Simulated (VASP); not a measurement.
# SnBi2O5 (I-4m2) in VASP: notebook

The runs below take SnBi2O5 through single point, relaxation of cell and atoms, with PBE.

Program: VASP 6.6.1. These are calculated values, not measurements. Logs are shortened: lines on timing, memory, paths and dates and some standing lists are left out, and cuts for length are marked.

## Step 1: The cell of the first run

It takes space group I-4m2 (No. 119, tetragonal). The conventional cell has a = 3.793 Å, b = 3.793 Å, c = 17.079 Å, α = 90.00°, β = 90.00°, γ = 90.00°. Within 2.9 Å of Sn (site symmetry -4m2) lie 8 O at 2.17 to 2.43 Å. Bi (site symmetry 2mm) has 6 O at 2.22 to 2.49 Å within 2.9 Å. Within 3.3 Å of O (site symmetry -4m2) lie 4 Bi at 2.48 Å and 2 O at 3.21 Å. O (site symmetry 2mm) has 2 Bi at 2.22 Å and 2 Sn at 2.43 Å and 5 O at 2.59 to 2.72 Å within 2.9 Å. Within 2.9 Å of O (site symmetry 2mm) lie 2 Sn at 2.17 Å and 2 Bi at 2.49 Å and 5 O at 2.59 to 2.72 Å.

## Step 2: Single point, PBE

INCAR

```
SYSTEM = SnBi2O5
PREC = Accurate
ENCUT = 520
EDIFF = 1E-6
ISMEAR = 0
SIGMA = 0.15
LREAL = .False.
LASPH = .True.
NELM = 100
ALGO = Normal
ISIF = 2
LWAVE = .False.
LCHARG = .False.
GGA = PE
NBANDS = 47
```

KPOINTS

```
regular mesh
0
Gamma
  4 4 4
  0 0 0
```

POSCAR

```
SnBi2O5
1.0
   -1.8962725769      1.8962725769      8.5393339699
    1.8962725769     -1.8962725769      8.5393339699
    1.8962725769      1.8962725769     -8.5393339699
Sn Bi O
1 2 5
Direct
    0.0000000000      0.0000000000      0.0000000000
    0.3432774814      0.3432774814      0.0000000000
    0.6567225186      0.6567225186      0.0000000000
    0.2500000000      0.7500000000      0.5000000000
    0.9106128782      0.4106128782      0.5000000000
    0.4378530678      0.9378530678      0.5000000000
    0.5893871218      0.0893871218      0.5000000000
    0.0621469322      0.5621469322      0.5000000000
```

Potentials or basis: VASP PAW PBE potentials, release 64 (Sn_d, Bi_d, O).

Command:

```console
$ cat potpaw_PBE.64/Sn_d/POTCAR potpaw_PBE.64/Bi_d/POTCAR potpaw_PBE.64/O/POTCAR > POTCAR
$ mpirun -np 1 vasp_std > vasp.out
```

OUTCAR:

```text
SYSTEM = SnBi2O5
   PREC = Accurate
   ENCUT = 520
   EDIFF = 1E-6
   ISMEAR = 0
   LREAL = .False.
   LASPH = .True.
   NELM = 100
   ISIF = 2
   GGA = PE

 ion  position               nearest neighbor table
   1  0.000  0.000  0.000-   8 2.17   6 2.17   8 2.17   6 2.17   5 2.43   7 2.43   5 2.43   7 2.43
                             3 3.79   2 3.79   3 3.79   2 3.79   3 3.79   2 3.79   3 3.79   2 3.79
   2  0.343  0.343  0.000-   5 2.22   5 2.22   4 2.48   4 2.48   6 2.49   6 2.49   1 3.79   1 3.79
                             1 3.79   1 3.79
   3  0.657  0.657  0.000-   7 2.22   7 2.22   4 2.48   4 2.48   8 2.49   8 2.49   1 3.79   1 3.79
                             1 3.79   1 3.79
   4  0.250  0.750  0.500-   3 2.48   2 2.48   2 2.48   3 2.48
   5  0.911  0.411  0.500-   2 2.22   2 2.22   1 2.43   1 2.43
   6  0.438  0.938  0.500-   1 2.17   1 2.17   2 2.49   2 2.49
   7  0.589  0.089  0.500-   3 2.22   3 2.22   1 2.43   1 2.43
   8  0.062  0.562  0.500-   1 2.17   1 2.17   3 2.49   3 2.49

  LATTYP: Found a body centered tetragonal cell.
 ALAT       =     3.7925451538
 C/A-ratio  =     4.5032207257

  Lattice vectors:

 A1 = (  -1.8962725769,   1.8962725769,   8.5393339699)
 A2 = (   1.8962725769,  -1.8962725769,   8.5393339699)
 A3 = (   1.8962725769,   1.8962725769,  -8.5393339699)

Analysis of symmetry for initial positions (statically):
=====================================================================
 Subroutine PRICEL returns:
 Original cell was already a primitive cell.

 Routine SETGRP: Setting up the symmetry group for a
 body centered tetragonal supercell.

 Subroutine GETGRP returns: Found  8 space group operations
 (whereof  8 operations were pure point group operations)
 out of a pool of 16 trial point group operations.

The static configuration has the point symmetry D_2d.

Analysis of symmetry for dynamics (positions and initial velocities):
=====================================================================
 Subroutine PRICEL returns:
 Original cell was already a primitive cell.

 Routine SETGRP: Setting up the symmetry group for a
 body centered tetragonal supercell.

 Subroutine GETGRP returns: Found  8 space group operations
 (whereof  8 operations were pure point group operations)
 out of a pool of 16 trial point group operations.

The dynamic configuration has the point symmetry D_2d.

 Subroutine INISYM returns: Found  8 space group operations
 (whereof  8 operations are pure point group operations),
 and found     1 'primitive' translations

----------------------------------------------------------------------------------------

                                     Primitive cell

  volume of cell :     122.8246

  direct lattice vectors                    reciprocal lattice vectors
    -1.896272577  1.896272577  8.539333970     0.000000000  0.263675173  0.058552576
     1.896272577 -1.896272577  8.539333970     0.263675173  0.000000000  0.058552576
     1.896272577  1.896272577 -8.539333970     0.263675173  0.263675173  0.000000000

  length of vectors
     8.950526466  8.950526466  8.950526466     0.270098132  0.270098132  0.372893006

  position of ions in fractional coordinates (direct lattice)
     0.000000000  0.000000000  0.000000000
     0.343277481  0.343277481  0.000000000
     0.656722519  0.656722519  0.000000000
     0.250000000  0.750000000  0.500000000
     0.910612878  0.410612878  0.500000000
     0.437853068  0.937853068  0.500000000
     0.589387122  0.089387122  0.500000000
     0.062146932  0.562146932  0.500000000

  ion indices of the primitive-cell ions
   primitive index   ion index
                 1           1
                 2           2
                 3           3
                 4           4
                 5           5
                 6           6
                 7           7
                 8           8

----------------------------------------------------------------------------------------

 KPOINTS: regular mesh

Automatic generation of k-mesh.
 Grid dimensions read from file:
 generate k-points for:    4    4    4

 Generating k-lattice:

  Cartesian coordinates                     Fractional coordinates (reciprocal lattice)
     0.000000000  0.065918793  0.014638144     0.250000000  0.000000000  0.000000000
     0.065918793  0.000000000  0.014638144     0.000000000  0.250000000  0.000000000
     0.065918793  0.065918793  0.000000000     0.000000000  0.000000000  0.250000000

  Length of vectors
     0.067524533  0.067524533  0.093223251

  Shift w.r.t. Gamma in fractional coordinates (k-lattice)
     0.000000000  0.000000000  0.000000000

 Subroutine IBZKPT returns following result:
 ===========================================

 Found     13 irreducible k-points:

 Following reciprocal coordinates:
            Coordinates               Weight
  0.000000  0.000000  0.000000      1.000000
  0.250000  0.000000 -0.000000      8.000000
  0.500000  0.000000 -0.000000      4.000000
  0.250000  0.250000 -0.000000      8.000000
  0.500000  0.250000 -0.000000     16.000000
 -0.250000  0.250000  0.000000      4.000000
  0.500000  0.500000 -0.000000      2.000000
  0.250000  0.250000  0.250000      2.000000
 -0.250000  0.250000  0.250000      4.000000
  0.500000  0.500000  0.250000      4.000000
 -0.250000  0.500000  0.250000      8.000000
 -0.250000 -0.250000  0.250000      2.000000
  0.500000  0.500000  0.500000      1.000000
   k-points           NKPTS =     13   k-points in BZ     NKDIM =     13   number of bands    NBANDS=     47
   number of dos      NEDOS =    301   number of ions     NIONS =      8
   total plane-waves  NPLWV = 343000
   dimension x,y,z NGX =    70 NGY =   70 NGZ =   70
   dimension x,y,z NGXF=   140 NGYF=  140 NGZF=  140
   ions per type =               1   2   5
   NGX,Y,Z   is equivalent  to a cutoff of  13.00, 13.00, 13.00 a.u.
   NGXF,Y,Z  is equivalent  to a cutoff of  26.00, 26.00, 26.00 a.u.
 SYSTEM =  SnBi2O5
   PREC   = accura    normal or accurate (medium, high low for compatibility)
   ISTART =      0    job   : 0-new  1-cont  2-samecut
   ICHARG =      2    charge: 1-file 2-atom 10-const
   ISPIN  =      1    spin polarized calculation?
   LNONCOLLINEAR =      F non collinear calculations
   LSORBIT =      F    spin-orbit coupling
   LASPH  =      T    aspherical Exc in radial PAW
   ENCUT  =  520.0 eV  38.22 Ry    6.18 a.u.  16.64 16.64 16.64*2*pi/ulx,y,z
   NELM   =    100;   NELMIN=  2; NELMDL= -5     # of ELM steps
   EDIFF  = 0.1E-05   stopping-criterion for ELM
   LREAL  =      F    real-space projection
   EDIFFG = 0.1E-04   stopping-criterion for IOM
   NSW    =      0    number of steps for IOM
[... 5 lines left out ...]
   TEBEG  =    0.0;   TEEND  =   0.0 temperature during run
   PSTRESS=    0.0 pullay stress
   NELECT =      74.0000    total number of electrons
   NUPDOWN=      -1.0000    fix difference up-down
   EMIN   =  10.00;   EMAX   =-10.00  energy-range for DOS
   EFERMI =   0.00;   METHOD = LEGACY
   ISMEAR =     0;   SIGMA  =   0.15  broadening in eV -4-tet -1-fermi 0-gaus
   EFERMI_NEDOS =   21; number of points for ismear=-14 and -15
   IALGO  =     38    algorithm
   IMIX   =      4    mixing-type and parameters
     AMIX     =   0.40;   BMIX     =  1.00
     AMIX_MAG =   1.60;   BMIX_MAG =  1.00
  volume/ion in A,a.u.               =      15.35       103.61
  Fermi-wavevector in a.u.,A,eV,Ry     =   1.382686  2.612898 26.011898  1.911821
  Thomas-Fermi vector in A             =   2.507354
   LORBIT       =      0    0 simple, 1 ext, 2 COOP (PROOUT), +10 PAW based schemes
   GGA     = PE    functional components
   LHFCALC =     F    Hartree Fock is set to
   AEXX    =    0.0000 exact exchange contribution
   IVDW    =     0    specifies the selected vdW correction
   LEPSILON=     F    determine dielectric tensor
   LRPA    =     F    only Hartree local field effects (RPA)
 non-spin polarized calculation
 Gauss-broadening in eV      SIGMA  =   0.15
  energy-cutoff  :      520.00
  volume of cell :      122.82
 maximum number of plane-waves:      3325
 NGX is ok and might be reduce to    70
   NGX = 33   NGY = 33   NGZ = 33

 number of electron      73.9999993 magnetization

 Free energy of the ion-electron system (eV)
  ---------------------------------------------------
  ext. energy  EPLUGINS =         0.00000000
  ---------------------------------------------------
  free energy    TOTEN  =       -45.96809015 eV

  energy without entropy =      -45.96808166  energy(sigma->0) =      -45.96808590

 E-fermi :   6.5563     XC(G=0): -10.4862

 val. band max:        6.1540127104   @ k =  -0.2500   0.2500   0.0000
 cond. band min:       6.9188347906   @ k =   0.0000   0.0000   0.0000
 fundamental gap:      0.7648220802
 Fermi energy:         6.5562750969

 k-point     1 :       0.0000    0.0000    0.0000
  band No.  band energies     occupation
      1     -16.3590      2.00000
      2     -16.3450      2.00000
      3     -16.1607      2.00000
      4     -16.1607      2.00000
      5     -16.1423      2.00000
      6     -16.1404      2.00000
[... 39 lines left out ...]
     46      14.1591      0.00000
     47      14.4676      0.00000

 k-point     2 :       0.2500    0.0000   -0.0000
  band No.  band energies     occupation
      1     -16.3277      2.00000
      2     -16.3168      2.00000
      3     -16.1968      2.00000
      4     -16.1589      2.00000
      5     -16.1566      2.00000
      6     -16.1378      2.00000
[... 39 lines left out ...]
     46      14.0549      0.00000
     47      15.0384      0.00000

 k-point     3 :       0.5000    0.0000   -0.0000
  band No.  band energies     occupation
      1     -16.3175      2.00000
      2     -16.2991      2.00000
      3     -16.2244      2.00000
      4     -16.1896      2.00000
      5     -16.1583      2.00000
      6     -16.1460      2.00000
[... 489 lines left out ...]
     46      13.7053      0.00000
     47      14.9911      0.00000

 k-point    13 :       0.5000    0.5000    0.5000
  band No.  band energies     occupation
      1     -16.3683      2.00000
      2     -16.3354      2.00000
      3     -16.1605      2.00000
      4     -16.1605      2.00000
      5     -16.1432      2.00000
      6     -16.1394      2.00000
[... 39 lines left out ...]
     46      13.4058      0.00000
     47      15.2000      0.00000

------------------------ aborting loop because EDIFF is reached ----------------------------------------

  FORCE on cell =-STRESS in cart. coord.  units (eV):
  Direction    XX          YY          ZZ          XY          YZ          ZX
  --------------------------------------------------------------------------------------
  -------------------------------------------------------------------------------------
  Total       -0.1050927     -0.1050927      0.1092260      0.0000000      0.0000000      0.0000000
  in kB       -1.3708742     -1.3708742      1.4247903      0.0000000      0.0000000      0.0000000
  external PRESSURE =      -0.4389860 kB  Pullay stress =       0.0000000 kB

 VOLUME and BASIS-vectors are now :
 -----------------------------------------------------------------------------
  energy-cutoff  :      520.00
  volume of cell :      122.82
      direct lattice vectors                 reciprocal lattice vectors
    -1.896272577  1.896272577  8.539333970     0.000000000  0.263675173  0.058552576
     1.896272577 -1.896272577  8.539333970     0.263675173  0.000000000  0.058552576
     1.896272577  1.896272577 -8.539333970     0.263675173  0.263675173  0.000000000

 POSITION                                       TOTAL-FORCE (eV/Angst)
 -----------------------------------------------------------------------------------
      0.00000      0.00000      0.00000         0.000000     -0.000000      0.000000
      0.00000      0.00000      5.86272        -0.000000      0.000000     -0.011210
      0.00000      0.00000     11.21595        -0.000000      0.000000      0.011210
      1.89627     -0.00000      4.26967         0.000000     -0.000000      0.000000
     -0.00000      1.89627      7.01272         0.000000     -0.000000      0.016064
      1.89627      0.00000      7.47795         0.000000     -0.000000     -0.019169
      0.00000      1.89627      1.52661         0.000000     -0.000000     -0.016064
      1.89627      0.00000      1.06139        -0.000000     -0.000000      0.019169
 -----------------------------------------------------------------------------------
    total drift:                               -0.000000      0.000000      0.000000

  FREE ENERGIE OF THE ION-ELECTRON SYSTEM (eV)
  ---------------------------------------------------
  free  energy   TOTEN  =       -45.9680901510 eV

  energy  without entropy=      -45.9680816574  energy(sigma->0) =      -45.96808590
```

Run time: 4.1 min. Hardware: 1 thread of AMD EPYC 9R45 (Zen 5), shared host; peak memory 0.65 GiB.

What came out:

- Free energy: -45.9681 eV
- Pressure: 0.0 GPa
- Largest force: 0.019 eV/Å
- Band gap on the k mesh: 0.76 eV (least direct gap 1.12 eV)

Forces on the atoms (eV/Å):
```
Sn   0.000  0.000  0.000
Bi   0.000  0.000 -0.011
Bi   0.000  0.000  0.011
O    0.000  0.000  0.000
O    0.000  0.000  0.016
O    0.000  0.000 -0.019
O    0.000  0.000 -0.016
O    0.000  0.000  0.019
```

Caveat: the k points lie up to 0.42 Å⁻¹ apart; spin-orbit coupling is left out, which moves the levels of the heavy elements. A k mesh can miss the band edges.

## Step 3: Relaxation of cell and atoms, PBE

This run uses another cell than the first one, of 16.09 Å³/atom.

INCAR

```
SYSTEM = SnBi2O5
ALGO = Normal ; EDIFF = 1E-6
EDIFFG = -0.08 ; ENCUT = 600
GGA = PE ; IBRION = 2
ISIF = 3 ; ISMEAR = 0
LASPH = .True. ; LCHARG = .False.
LREAL = .False. ; LWAVE = .False.
NELM = 60 ; NSW = 36
PREC = Accurate ; SIGMA = 0.15
```

KPOINTS

```
k-points
0
Gamma
  4 4 4
  0 0 0
```

POSCAR

```
SnBi2O5
1.0
   -1.9750000000      1.9750000000      8.2500000000
    1.9750000000     -1.9750000000      8.2500000000
    1.9750000000      1.9750000000     -8.2500000000
Sn Bi O
1 2 5
Direct
    0.0000000000      0.0000000000      0.0000000000
    0.3333000000      0.3333000000      0.0000000000
    0.6667000000      0.6667000000      0.0000000000
    0.2500000000      0.7500000000      0.5000000000
    0.9167000000      0.4167000000      0.5000000000
    0.4167000000      0.9167000000      0.5000000000
    0.5833000000      0.0833000000      0.5000000000
    0.0833000000      0.5833000000      0.5000000000
```

Potentials or basis: VASP PAW PBE potentials, release 64 (Sn_d, Bi_d, O).

Command:

```console
$ cat potpaw_PBE.64/Sn_d/POTCAR potpaw_PBE.64/Bi_d/POTCAR potpaw_PBE.64/O/POTCAR > POTCAR
$ mpirun -np 1 vasp_std > vasp.out
```

Wall time 32 min (1 thread of AMD EPYC 9R45 (Zen 5), shared host); peak memory 0.8 GiB.

It converged, with:

- Free energy: -45.9870 eV
- Relaxed volume: 15.25 Å³/atom
- Relaxed cell: a = 8.939 Å, b = 8.939 Å, c = 8.939 Å, α = 155.58°, β = 155.58°, γ = 34.81°
- Space group after relaxing (to 0.1 Å): I-4m2 (No. 119)
- Energy gained by relaxing: 160.4 meV/atom
- Ionic steps: 12
- Pressure after relaxing: 0.6 GPa
- Largest force after relaxing: 0.079 eV/Å
- Band gap on the k mesh: 0.80 eV (least direct gap 1.15 eV)

Forces in eV/Å, atoms in the order of the input:
```
Sn   0.000  0.000  0.000
Bi   0.000  0.000 -0.007
Bi   0.000  0.000  0.007
O    0.000  0.000  0.000
O    0.000  0.000 -0.056
O    0.000  0.000 -0.079
O    0.000  0.000  0.056
O    0.000  0.000  0.079
```

Stress tensor (GPa, compression positive):
```
0.56 0.00 0.00
0.00 0.56 0.00
0.00 0.00 0.81
```

Step by step:
| step | energy change (eV) | largest force (eV/Å) | pressure (GPa) | volume (Å³) |
| --- | --- | --- | --- | --- |
| 1 | 0.0000 | 2.4191 | -7.39 | 128.72 |
| 2 | -0.5688 | 2.0335 | 8.05 | 115.37 |
| 3 | -0.6119 | 1.9008 | 4.13 | 117.91 |
| 4 | -1.0428 | 1.0288 | 2.82 | 119.30 |
| 5 | -1.1983 | 0.6239 | 2.34 | 120.60 |
| 6 | -1.1996 | 0.6801 | 2.35 | 120.75 |
| 7 | -1.2170 | 0.4877 | -3.36 | 125.36 |
| 8 | -1.2457 | 0.3604 | -0.98 | 123.29 |
| 9 | -1.2630 | 0.1823 | -0.04 | 122.37 |
| 10 | -1.2634 | 0.2066 | 0.13 | 122.21 |
| 11 | -1.2723 | 0.1388 | 0.25 | 122.15 |
| 12 | -1.2829 | 0.0789 | 0.65 | 121.97 |

Final structure:
```yaml
crystal:
  lattice:
    - [-1.89077, 1.89077, 8.52969]
    - [1.89077, -1.89077, 8.52969]
    - [1.89077, 1.89077, -8.52969]
  atoms:
    - { symbol: Sn, position: [0.00000, 0.00000, 0.00000] }
    - { symbol: Bi, position: [0.34348, 0.34348, 0.00000] }
    - { symbol: Bi, position: [0.65652, 0.65652, 0.00000] }
    - { symbol: O, position: [0.25000, 0.75000, 0.50000] }
    - { symbol: O, position: [0.91145, 0.41145, 0.50000] }
    - { symbol: O, position: [0.43782, 0.93782, 0.50000] }
    - { symbol: O, position: [0.58855, 0.08855, 0.50000] }
    - { symbol: O, position: [0.06218, 0.56218, 0.50000] }
```

Levels at points of the mesh, in eV from the valence-band top:
```tsv
k point	band 33	band 34	band 35	band 36	band 37	band 38	band 39	band 40	band 41	band 42
(0.00, 0.00, 0.00)	-2.04	-1.62	-1.18	-1.18	-0.34	0.80	1.75	4.15	4.62	4.70
(0.50, 0.00, 0.00)	-2.40	-1.83	-1.81	-1.07	-0.09	2.75	3.08	3.85	4.84	5.46
(0.50, 0.50, 0.00)	-1.36	-1.23	-1.17	-0.22	-0.19	1.79	3.16	3.22	4.00	5.31
(0.50, 0.50, 0.50)	-1.68	-1.37	-1.20	-1.20	-1.08	0.98	1.91	3.81	4.74	5.07
```

Caveat: spin-orbit coupling is left out, which moves the levels of the heavy elements; the relaxation stopped at a loose force limit of 0.08 eV/Å, so its end isn't a converged minimum. A k mesh can miss the band edges.
